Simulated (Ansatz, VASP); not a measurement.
One calculation of Sn4Se, two programs

```
Sn Se
1.0
    -3.25095    3.25095    3.25095
     3.25095   -3.25095    3.25095
     3.25095    3.25095   -3.25095
Sn Se
4 1
Direct
  0.00000 0.00000 0.50000
  0.00000 0.50000 0.00000
  0.50000 0.00000 0.00000
  0.50000 0.50000 0.50000
  0.00000 0.00000 0.00000
```

Change from the starting cell: species swapped into the MnGa4 type (Im-3m, No. 229).

Alike in both runs: task relaxation of cell and atoms; functional PBE; k mesh 4 × 4 × 4; occupations gaussian, width 0.1 eV; no spin polarisation.

|  | VASP | Ansatz |
| --- | --- | --- |
| version | VASP 6.6.1 | Ansatz 0.2.0 |
| potentials or method | VASP PAW PBE potentials, release 64 (Sn_d, Se), cutoff 600 eV | scalar-relativistic, plane waves, PAW |
| valence electrons in the cell | 62 | 72 |

Ansatz gave:

| Quantity | Value |
| --- | --- |
| gap on the k mesh at the Fermi level, each at its own relaxed structure (eV) | none |
| relaxed volume (Å³/atom) | 31.71 |
| relaxed cell length with the largest relative difference (Å) | 5.905 |

Q: Which values does VASP return?

A: gap on the k mesh at the Fermi level, each at its own relaxed structure (eV): none; relaxed volume (Å³/atom): 31.59; relaxed cell length with the largest relative difference (Å): 5.898.

A gap of «none» marks a metal or a gap that the smearing closes. VASP's potentials hold 62 valence electrons a cell and Ansatz's 72, so a difference there can come from the potentials and not from the codes.
